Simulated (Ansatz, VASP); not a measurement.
## Hf in VASP and in Ansatz

The input POSCAR:

```
Hf
1.0
   -1.8287527239      1.8287527239      1.8287527239
    1.8287527239     -1.8287527239      1.8287527239
    1.8287527239      1.8287527239     -1.8287527239
Hf
1
Direct
    0.0000000000      0.0000000000      0.0000000000
```

The input INCAR.step1:

```
ALGO = Normal ; EDIFF = 1E-5
ENCUT = 520 ; GGA = PE
ISIF = 2 ; ISMEAR = -1
LASPH = T ; LCHARG = F
LREAL = F ; LWAVE = T
NBANDS = 11 ; NELM = 100
PREC = Accurate ; SIGMA = 0.05
```

INCAR.step2

```
AEXX = 0.1 ; ALGO = Normal
EDIFF = 1E-7 ; ENCUT = 520
ISIF = 2 ; ISMEAR = -1
ISTART = 1 ; LASPH = T
LCHARG = F ; LHFCALC = T
LMIXTAU = T ; LREAL = F
LWAVE = F ; METAGGA = R2SCAN
NBANDS = 11 ; NELM = 100
PREC = Accurate ; PRECFOCK = Normal
SIGMA = 0.05
```

File KPOINTS:

```
k-points
0
Gamma
  5 5 5
```

Contents of input.yaml:

```yaml
crystal:
  lattice:
    - [-1.8287527239, 1.8287527239, 1.8287527239]
    - [1.8287527239, -1.8287527239, 1.8287527239]
    - [1.8287527239, 1.8287527239, -1.8287527239]
  atoms:
    - { symbol: Hf, position: [0.0, 0.0, 0.0] }
hamiltonian:
  xc: r2scanh
  pseudopotentials: { kind: paw }
kpoints:
  mp_grid: { grid: [5, 5, 5] }
scf:
  occupations: { method: fermi_dirac, width: 0.05 }
output:
  forces: true
  stress: true
  eigenvalues: true
```

Alike in both runs: task single point; functional r2SCANh; k mesh 5 × 5 × 5; occupations fermi-dirac, width 0.05 eV; no spin polarisation.

|  | VASP | Ansatz |
| --- | --- | --- |
| version | VASP 6.6.1 | Ansatz 0.2.0 |
| potentials or method | VASP PAW PBE potentials, release 64 (Hf_pv) | Ansatz PAW |
| plane-wave cutoff (eV) | 520 | 500 |
| valence electrons in the cell | 10 | 26 |

VASP gave:

```
gap on the k mesh at the Fermi level (eV) : none
pressure (GPa)                            : -8.5
```

Question: Estimate Ansatz's values.

Answer: gap on the k mesh at the Fermi level (eV): none; pressure (GPa): -7.3.

VASP's potentials were made for PBE, not for r2SCANh. A gap of «none» marks a metal or a gap that the smearing closes. VASP's potentials hold 10 valence electrons a cell and Ansatz's 26, so a difference there can come from the potentials and not from the codes.

The k mesh is coarse, so the values compare programs but aren't converged. Spin-orbit coupling is off throughout.
